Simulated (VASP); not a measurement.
# Al (P6/mmm) in VASP: notebook, part 2 of 2

VASP 6.6.1.

## (3) Single point, PBE

This run uses another cell than the first one, of 24.64 Å³/atom, 2.261 times its volume.

Contents of INCAR:

```
ALGO = Normal
EDIFF = 1E-6
ENCUT = 520
GGA = PE
ISIF = 2
ISMEAR = 0
LASPH = True
LCHARG = False
LREAL = False
LWAVE = False
NBANDS = 10
NELM = 100
PREC = Accurate
SIGMA = 0.1
```

Contents of KPOINTS:

```
k-points
0
Gamma
  15 15 20
```

Contents of POSCAR:

```
Al
1.0
    4.5454526902      0.0000000000      0.0000000000
   -2.2727263451      3.9364775014      0.0000000000
    0.0000000000      0.0000000000      2.7539045683
Al
2
Direct
    0.3333333333      0.6666666667      0.0000000000
    0.6666666667      0.3333333333      0.0000000000
```

Potentials or basis: VASP PAW PBE potentials, release 64 (Al).

The run is started by

```sh
cat potpaw_PBE.64/Al/POTCAR > POTCAR
mpirun -np 1 vasp_std > vasp.out
```

OUTCAR:

```text
EDIFF = 1E-6
   ENCUT = 520
   GGA = PE
   ISIF = 2
   ISMEAR = 0
   LASPH = True
   LREAL = False
   NELM = 100
   PREC = Accurate

 ion  position               nearest neighbor table
   1  0.333  0.667  0.000-   2 2.62   2 2.62   2 2.62
   2  0.667  0.333  0.000-   1 2.62   1 2.62   1 2.62

  LATTYP: Found a hexagonal cell.
 ALAT       =     4.5454526902
 C/A-ratio  =     0.6058592523

  Lattice vectors:

 A1 = (   4.5454526902,   0.0000000000,   0.0000000000)
 A2 = (  -2.2727263451,   3.9364775014,   0.0000000000)
 A3 = (   0.0000000000,   0.0000000000,   2.7539045683)

Analysis of symmetry for initial positions (statically):
=====================================================================
 Subroutine PRICEL returns:
 Original cell was already a primitive cell.

 Routine SETGRP: Setting up the symmetry group for a
 hexagonal supercell.

 Subroutine GETGRP returns: Found 24 space group operations
 (whereof 24 operations were pure point group operations)
 out of a pool of 24 trial point group operations.

The static configuration has the point symmetry D_6h.

Analysis of symmetry for dynamics (positions and initial velocities):
=====================================================================
 Subroutine PRICEL returns:
 Original cell was already a primitive cell.

 Routine SETGRP: Setting up the symmetry group for a
 hexagonal supercell.

 Subroutine GETGRP returns: Found 24 space group operations
 (whereof 24 operations were pure point group operations)
 out of a pool of 24 trial point group operations.

The dynamic configuration has the point symmetry D_6h.

 Subroutine INISYM returns: Found 24 space group operations
 (whereof 24 operations are pure point group operations),
 and found     1 'primitive' translations

----------------------------------------------------------------------------------------

                                     Primitive cell

  volume of cell :      49.2758

  direct lattice vectors                    reciprocal lattice vectors
     4.545452690  0.000000000  0.000000000     0.220000090  0.127017111  0.000000000
    -2.272726345  3.936477501  0.000000000     0.000000000  0.254034222  0.000000000
     0.000000000  0.000000000  2.753904568     0.000000000  0.000000000  0.363120789

  length of vectors
     4.545452690  4.545452690  2.753904568     0.254034222  0.254034222  0.363120789

  position of ions in fractional coordinates (direct lattice)
     0.333333333  0.666666667  0.000000000
     0.666666667  0.333333333  0.000000000

  ion indices of the primitive-cell ions
   primitive index   ion index
                 1           1
                 2           2

----------------------------------------------------------------------------------------

 KPOINTS: k-points

Automatic generation of k-mesh.
 Grid dimensions read from file:
 generate k-points for:   15   15   20

 Generating k-lattice:

  Cartesian coordinates                     Fractional coordinates (reciprocal lattice)
     0.014666673  0.008467807  0.000000000     0.066666667  0.000000000  0.000000000
     0.000000000  0.016935615  0.000000000     0.000000000  0.066666667  0.000000000
     0.000000000  0.000000000  0.018156039     0.000000000  0.000000000  0.050000000

  Length of vectors
     0.016935615  0.016935615  0.018156039

  Shift w.r.t. Gamma in fractional coordinates (k-lattice)
     0.000000000  0.000000000  0.000000000

 Subroutine IBZKPT returns following result:
 ===========================================

 Found    297 irreducible k-points:

 Following reciprocal coordinates:
            Coordinates               Weight
  0.000000  0.000000  0.000000      1.000000
  0.066667  0.000000  0.000000      6.000000
  0.133333  0.000000  0.000000      6.000000
  0.200000  0.000000  0.000000      6.000000
  0.266667  0.000000  0.000000      6.000000
  0.333333  0.000000  0.000000      6.000000
[... 16 lines left out ...]
  0.333333  0.200000  0.000000     12.000000
  0.400000  0.200000  0.000000      6.000000
 [... further k-points ...]
   k-points           NKPTS =    297   k-points in BZ     NKDIM =    297   number of bands    NBANDS=     10
   number of dos      NEDOS =    301   number of ions     NIONS =      2
   total plane-waves  NPLWV =  25920
   dimension x,y,z NGX =    36 NGY =   36 NGZ =   20
   dimension x,y,z NGXF=    72 NGYF=   72 NGZF=   40
   ions per type =               2
   NGX,Y,Z   is equivalent  to a cutoff of  13.17, 13.17, 12.07 a.u.
   NGXF,Y,Z  is equivalent  to a cutoff of  26.33, 26.33, 24.15 a.u.
 SYSTEM =  unknown system
   PREC   = accura    normal or accurate (medium, high low for compatibility)
   ISTART =      0    job   : 0-new  1-cont  2-samecut
   ICHARG =      2    charge: 1-file 2-atom 10-const
   ISPIN  =      1    spin polarized calculation?
   LNONCOLLINEAR =      F non collinear calculations
   LSORBIT =      F    spin-orbit coupling
   LASPH  =      T    aspherical Exc in radial PAW
   ENCUT  =  520.0 eV  38.22 Ry    6.18 a.u.   8.45  8.45  5.12*2*pi/ulx,y,z
   NELM   =    100;   NELMIN=  2; NELMDL= -5     # of ELM steps
   EDIFF  = 0.1E-05   stopping-criterion for ELM
   LREAL  =      F    real-space projection
   EDIFFG = 0.1E-04   stopping-criterion for IOM
   NSW    =      0    number of steps for IOM
   IBRION =     -1    ionic relax: 0-MD 1-quasi-New 2-CG
   NFREE  =      0    steps in history (QN), initial steepest desc. (CG)
   ISIF   =      2    stress and relaxation
   ISYM   =      2    0-nonsym 1-usesym 2-fastsym
   POTIM  = 0.5000    time-step for ionic-motion
   TEBEG  =    0.0;   TEEND  =   0.0 temperature during run
   PSTRESS=    0.0 pullay stress
   NELECT =       6.0000    total number of electrons
   NUPDOWN=      -1.0000    fix difference up-down
   EMIN   =  10.00;   EMAX   =-10.00  energy-range for DOS
   EFERMI =   0.00;   METHOD = LEGACY
   ISMEAR =     0;   SIGMA  =   0.10  broadening in eV -4-tet -1-fermi 0-gaus
   EFERMI_NEDOS =   21; number of points for ismear=-14 and -15
   IALGO  =     38    algorithm
   IMIX   =      4    mixing-type and parameters
     AMIX     =   0.40;   BMIX     =  1.00
     AMIX_MAG =   1.60;   BMIX_MAG =  1.00
  volume/ion in A,a.u.               =      24.64       166.26
  Fermi-wavevector in a.u.,A,eV,Ry     =   0.811423  1.533367  8.958175  0.658407
  Thomas-Fermi vector in A             =   1.920780
   LORBIT       =      0    0 simple, 1 ext, 2 COOP (PROOUT), +10 PAW based schemes
   GGA     = PE    functional components
   LHFCALC =     F    Hartree Fock is set to
   AEXX    =    0.0000 exact exchange contribution
   IVDW    =     0    specifies the selected vdW correction
   LEPSILON=     F    determine dielectric tensor
   LRPA    =     F    only Hartree local field effects (RPA)
 non-spin polarized calculation
 Gauss-broadening in eV      SIGMA  =   0.10
  energy-cutoff  :      520.00
  volume of cell :       49.28
 maximum number of plane-waves:      1354
 NGX is ok and might be reduce to    36
   NGX = 17   NGY = 17   NGZ = 11

 number of electron       6.0000000 magnetization

 Free energy of the ion-electron system (eV)
  ---------------------------------------------------
  ext. energy  EPLUGINS =         0.00000000
  ---------------------------------------------------
  free energy    TOTEN  =        -6.50047258 eV

  energy without entropy =       -6.49653843  energy(sigma->0) =       -6.49850551

 E-fermi :   3.9671     XC(G=0):  -8.4742

 val. band max:        3.9584376992   @ k =   0.0667   0.0000   0.3000
 cond. band min:       3.9724999302   @ k =   0.3333   0.0000   0.3500
 fundamental gap:      0.0140622310
 Fermi energy:         3.9671496076

 k-point     1 :       0.0000    0.0000    0.0000
  band No.  band energies     occupation
      1      -4.8284      2.00000
      2       3.0986      2.00000
      3       3.0986      2.00000
      4       3.4087      2.00000
      5       6.1767      0.00000
      6       6.1767      0.00000
      7       9.4364      0.00000
      8      13.2387      0.00000
      9      13.8473      0.00000
     10      19.5344      0.00000
[... 287 lines left out ...]
 k-point    24 :       0.4000    0.2000    0.0000
  band No.  band energies     occupation
      1      -2.9737      2.00000
      2      -2.0348      2.00000
      3       0.9685      2.00000
      4       6.0227      0.00000
      5       9.1466      0.00000
      6       9.4495      0.00000
      7      13.2724      0.00000
      8      13.5857      0.00000
      9      14.7396      0.00000
     10      15.5548      0.00000

 [... further k-points ...]
[... 5 lines left out ...]
  --------------------------------------------------------------------------------------
  -------------------------------------------------------------------------------------
  Total       -0.0000953     -0.0000953     -0.0045418      0.0000000     -0.0000000      0.0000000
  in kB       -0.0030972     -0.0030972     -0.1476750      0.0000000     -0.0000000      0.0000000
  external PRESSURE =      -0.0512898 kB  Pullay stress =       0.0000000 kB

 VOLUME and BASIS-vectors are now :
 -----------------------------------------------------------------------------
  energy-cutoff  :      520.00
  volume of cell :       49.28
      direct lattice vectors                 reciprocal lattice vectors
     4.545452690  0.000000000  0.000000000     0.220000090  0.127017111  0.000000000
    -2.272726345  3.936477501  0.000000000     0.000000000  0.254034222  0.000000000
     0.000000000  0.000000000  2.753904568     0.000000000  0.000000000  0.363120789

 POSITION                                       TOTAL-FORCE (eV/Angst)
 -----------------------------------------------------------------------------------
     -0.00000      2.62432      0.00000        -0.000000     -0.000000      0.000000
      2.27273      1.31216      0.00000         0.000000      0.000000      0.000000
 -----------------------------------------------------------------------------------
    total drift:                                0.000000     -0.000000     -0.000000

  FREE ENERGIE OF THE ION-ELECTRON SYSTEM (eV)
  ---------------------------------------------------
  free  energy   TOTEN  =        -6.5004725836 eV

  energy  without entropy=       -6.4965384287  energy(sigma->0) =       -6.49850551
```

OSZICAR:

```text
N       E                     dE             d eps       ncg     rms          rms(c)
DAV:   1     0.167534368385E+01    0.16753E+01   -0.21880E+03  5940   0.452E+02
DAV:   2    -0.631732127900E+01   -0.79927E+01   -0.77399E+01  7934   0.520E+01
DAV:   3    -0.651949814140E+01   -0.20218E+00   -0.20127E+00  7602   0.726E+00
DAV:   4    -0.652165619514E+01   -0.21581E-02   -0.21578E-02  7642   0.826E-01
DAV:   5    -0.652169554670E+01   -0.39352E-04   -0.39351E-04  7432   0.103E-01    0.170E+00
DAV:   6    -0.650865708227E+01    0.13038E-01   -0.52691E-03  6928   0.287E-01    0.105E+00
DAV:   7    -0.649978340183E+01    0.88737E-02   -0.13773E-02  6622   0.510E-01    0.120E-01
DAV:   8    -0.650033804541E+01   -0.55464E-03   -0.80442E-04  6804   0.130E-01    0.525E-02
DAV:   9    -0.650047244107E+01   -0.13440E-03   -0.23634E-04  6714   0.682E-02    0.107E-02
DAV:  10    -0.650047123676E+01    0.12043E-05   -0.33034E-06  7124   0.965E-03    0.436E-03
DAV:  11    -0.650047261587E+01   -0.13791E-05   -0.29397E-06  6716   0.827E-03    0.231E-03
DAV:  12    -0.650047258359E+01    0.32272E-07   -0.25240E-08  3874   0.987E-04
   1 F= -.65004726E+01 E0= -.64985055E+01  d E =-.393415E-02
```

Wall time 86 s (1 thread of Intel Xeon Platinum 8488C (Sapphire Rapids), shared host); peak memory 0.25 GiB.

What came out:

```
Free energy            : -6.5005 eV
Pressure               : 0.0 GPa
Band gap on the k mesh : zero (band 3 reaches 6.31 eV, above the bottom of band 4 at 2.51 eV)
```

Levels at points of the mesh, in eV from the Fermi level:
```csv
k point,band 1,band 2,band 3,band 4,band 5,band 6,band 7,band 8
"(0.00, 0.00, 0.00)",-8.80,-0.87,-0.87,-0.56,2.21,2.21,5.47,9.27
"(0.00, 0.00, 0.50)",-4.48,-3.55,2.35,2.35,2.67,5.37,5.37,5.66
```

## (4) Single point, PBE

This run uses another cell than the first one, of 24.64 Å³/atom, 2.261 times its volume.

Contents of INCAR:

```
PREC     = Accurate       # precision mode
ENCUT    = 520            # plane-wave cutoff, eV
EDIFF    = 1E-7           # SCF threshold, eV
ISMEAR   = 0              # smearing method
SIGMA    = 0.1            # smearing width, eV
LREAL    = False          # projectors in reciprocal space
LASPH    = True           # aspherical terms in the spheres
NELM     = 100            # most SCF steps
ALGO     = Normal         # electronic algorithm
ISIF     = 2              # what is computed and relaxed
LWAVE    = False          # write WAVECAR
LCHARG   = False          # write CHGCAR
GGA      = PE             # functional
NBANDS   = 10             # bands
```

Contents of KPOINTS:

```
regular mesh
0
Gamma
  15 15 20
```

POSCAR is that of step 3.

The run is started by

```sh
cat potpaw_PBE.64/Al/POTCAR > POTCAR
mpirun -np 1 vasp_std > vasp.out
```

It took 87 s on 1 thread of Intel Xeon Platinum 8488C (Sapphire Rapids), shared host; peak memory 0.24 GiB.

The run converged. Its results:

| Item | Value |
| --- | --- |
| Free energy | -6.5005 eV |
| Pressure | 0.0 GPa |
| Band gap on the k mesh | zero (band 3 reaches 6.31 eV, above the bottom of band 4 at 2.51 eV) |

Levels at points of the mesh, in eV from the Fermi level:
```
           k point  band 1  band 2  band 3  band 4  band 5  band 6  band 7  band 8
(0.00, 0.00, 0.00)   -8.80   -0.87   -0.87   -0.56    2.21    2.21    5.47    9.27
(0.00, 0.00, 0.50)   -4.48   -3.55    2.35    2.35    2.67    5.37    5.37    5.66
```

## (5) Relaxation of cell and atoms, PBE

This run uses another cell than the first one, of 24.77 Å³/atom, 2.273 times its volume.

Contents of INCAR:

```
SYSTEM = Al
PREC = Accurate
ENCUT = 600
EDIFF = 1E-6
ISMEAR = 0
SIGMA = 0.1
LREAL = .FALSE.
LASPH = .TRUE.
NELM = 100
ALGO = Normal
ISIF = 3
LWAVE = .FALSE.
LCHARG = .FALSE.
GGA = PE
IBRION = 2
NSW = 100
EDIFFG = -0.01
```

Contents of KPOINTS:

```
Automatic mesh
0
G
  15 15 20
  0 0 0
```

Contents of POSCAR:

```
Al
1.0
    4.5801918925      0.0000000000      0.0000000000
   -2.2900959463      3.9665625331      0.0000000000
    0.0000000000      0.0000000000      2.7269184597
Al
2
Direct
    0.3333333333      0.6666666667      0.0000000000
    0.6666666667      0.3333333333      0.0000000000
```

The run is started by

```sh
cat potpaw_PBE.64/Al/POTCAR > POTCAR
mpirun -np 1 vasp_std > vasp.out
```

Wall time 3.3 min (1 thread of Intel Xeon Platinum 8488C (Sapphire Rapids), shared host); peak memory 0.27 GiB.

The run converged. Its results:

```yaml
Free_energy: -6.5005 eV
Relaxed_volume: 24.66 Å³/atom
Relaxed_cell: a = 4.547 Å, b = 4.547 Å, c = 2.755 Å, α = 90.00°, β = 90.00°, γ = 120.00°
Space_group_after_relaxing_to_0.05_Å: P6/mmm (No. 191)
Energy_gained_by_relaxing: 2.0 meV/atom
Ionic_steps: 3
Pressure_after_relaxing: 0.0 GPa
Band_gap_on_the_k_mesh: zero (band 3 reaches 6.31 eV, above the bottom of band 4 at 2.51 eV)
```

Step by step:
```csv
step,energy change (eV),largest force (eV/Å),pressure (GPa),volume (Å³)
1,0.0000,0.0000,-0.18,49.54
2,-0.0040,0.0000,-0.06,49.34
3,-0.0040,0.0000,-0.04,49.31
```

Final structure:
```
Al
1.0
     4.54653    0.00000    0.00000
    -2.27326    3.93741    0.00000
     0.00000    0.00000    2.75474
Al
2
Cartesian
  0.0000 2.6249 0.0000
  2.2733 1.3125 2.7547
```

Levels at points of the mesh, in eV from the Fermi level:
```csv
k point,band 1,band 2,band 3,band 4,band 5,band 6,band 7
"(0.00, 0.00, 0.00)",-8.79,-0.87,-0.87,-0.56,2.21,2.21,5.47
"(0.00, 0.00, 0.50)",-4.48,-3.55,2.34,2.34,2.67,5.37,5.37
```

## (6) The runs side by side

| task | cell | k mesh | cutoff (eV) | gap on the mesh (eV) | pressure (GPa) | relaxed volume (Å³/atom) |
| --- | --- | --- | --- | --- | --- | --- |
| relaxation of cell and atoms | relaxed from a = 2.725, b = 2.725, c = 3.390 Å, angles 90.0, 90.0, 120.0°, 2 atoms | 9 × 9 × 6 | 600 | none | -0.2 | 24.66 |
| single point | a = 4.545, b = 4.545, c = 2.754 Å, angles 90.0, 90.0, 120.0°, 2 atoms | 15 × 15 × 20 | 520 | none | 0.0 | - |
| relaxation of cell and atoms | relaxed from a = 4.580, b = 4.580, c = 2.727 Å, angles 90.0, 90.0, 120.0°, 2 atoms | 15 × 15 × 20 | 600 | none | 0.0 | 24.66 |

Alike in all rows: level PBE; potentials or basis VASP PAW PBE potentials, release 64 (Al); no spin polarisation; smearing gaussian 0.1 eV.

Caveats: the volume moved by over 15 % at a fixed basis, so the end points are rough (some runs).

Total energies depend on the potentials used, so only differences within one code and one set of settings carry meaning.
